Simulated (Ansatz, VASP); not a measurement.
**One calculation of Si2B3, two programs**

File INCAR:

```
PREC = Accurate
ENCUT = 500
EDIFF = 1E-7
ISMEAR = 0
SIGMA = 0.2
LREAL = F
LASPH = T
NELM = 120
ALGO = Normal
ISIF = 3
LWAVE = F
LCHARG = F
GGA = PE
IBRION = 2
NSW = 36
EDIFFG = -0.08
GGA_COMPAT = F
NELMIN = 4
```

File KPOINTS:

```
regular mesh
0
Gamma
  5 5 4
```

File POSCAR:

```
Si2B3
1.0
    3.6195167300      0.0000000000      0.0000000000
   -1.8097583700      3.1345934400      0.0000000000
    0.0000000000      0.0000000000      4.4446353900
Si B
2 3
Direct
    0.6666666700      0.3333333300      0.5000000000
    0.3333333300      0.6666666700      0.0000000000
    0.0000000000      0.0000000000      0.7454000100
    0.0000000000      0.0000000000      0.2545999900
    0.6666666700      0.3333333300      0.0000000000
```

Input for Ansatz:

```yaml
crystal:
  lattice:
    - [3.61951673, 0.0, 0.0]
    - [-1.80975837, 3.13459344, 0.0]
    - [0.0, 0.0, 4.44463539]
  atoms:
    - { symbol: Si, position: [0.66666667, 0.33333333, 0.5] }
    - { symbol: Si, position: [0.33333333, 0.66666667, 0.0] }
    - { symbol: B, position: [0.0, 0.0, 0.74540001] }
    - { symbol: B, position: [0.0, 0.0, 0.25459999] }
    - { symbol: B, position: [0.66666667, 0.33333333, 0.0] }
basis:
  ecutwfc: 420
kpoints:
  mp_grid: { grid: [5, 5, 4] }
hamiltonian:
  xc: pbe
scf:
  occupations: { method: gaussian, width: 0.2 }
  lower_state_search: "off"
output:
  forces: true
  stress: true
  eigenvalues: true
relax:
  adjacent_minimum: "off"
  f_tol: 0.08
  max_steps: 16
  cell: { stress_tol: 0.8 }
```

Change from the starting cell: species swapped into the Fe3Ge2 type (P-6m2, No. 187).

Alike in both runs: task relaxation of cell and atoms; functional PBE; k mesh 5 × 5 × 4; occupations gaussian, width 0.2 eV; no spin polarisation.

```csv
,VASP,Ansatz
version,VASP 6.6.1,Ansatz 0.2.0
potentials or method,"VASP PAW PBE potentials, release 64 (Si, B), cutoff 500 eV","scalar-relativistic, plane waves, PAW"
valence electrons in the cell,17,17
```

|  | VASP | Ansatz | Ansatz less VASP |
| --- | --- | --- | --- |
| gap on the k mesh at the Fermi level, each at its own relaxed structure (eV) | none | none | - |
| relaxed volume (Å³/atom) | 11.51 | 11.52 | +0.012 |
| relaxed length of the cell vector where the two differ most in proportion (Å) | 5.860 | 5.890 | +0.0303 |

A gap of «none» marks a metal or a gap that the smearing closes.

The k mesh is coarse, so the values compare programs but aren't converged.
